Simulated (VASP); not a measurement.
Here is a VASP 6.6.1 calculation.

Contents of INCAR:

```
  ALGO = Normal
  EDIFF = 1E-6
  ENCUT = 520
  GGA = PE
  ISIF = 2
  ISMEAR = 0
  LASPH = T
  LCHARG = T
  LELF = T
  LREAL = F
  LVHAR = T
  LWAVE = F
  NBANDS = 10
  NELM = 80
  PREC = Accurate
  SIGMA = 0.02
```

KPOINTS

```
k-points
0
Gamma
  8 8 4
```

File POSCAR:

```
H
1.0
    1.5941437503     -2.6199092786     -0.0576835485
    1.6025573501      2.6249867567      0.0515839807
   -0.0116804719      0.1262753724      6.2414759693
H
4
Direct
    0.5806351199      0.4344934928      1.0049887014
    0.4223428136      0.5633960123     -0.0029281254
    0.4439018339      0.5927853552      0.5022518257
    0.5531202327      0.4093251398      0.4956875983
```

Potentials or basis: VASP PAW PBE potentials, release 64 (H).

Command:

```bash
$ cat potpaw_PBE.64/H/POTCAR > POTCAR
$ mpirun -np 1 vasp_std > vasp.out
```

Q: Estimate the band gap on the k mesh.

A: 7.87 eV.

Q: Estimate the pressure.

A: -0.7 GPa.

Q: Predict the largest force.

A: 0.960 eV/Å.

Forces in eV/Å, atoms in the order of the input:
```
H   -0.012  0.168 -0.007
H    0.012 -0.168  0.005
H   -0.152 -0.945 -0.065
H    0.152  0.945  0.067
```

Caveat: the cell differs from its parent crystal (atoms moved at random and the cell strained at random). A k mesh can miss the band edges.
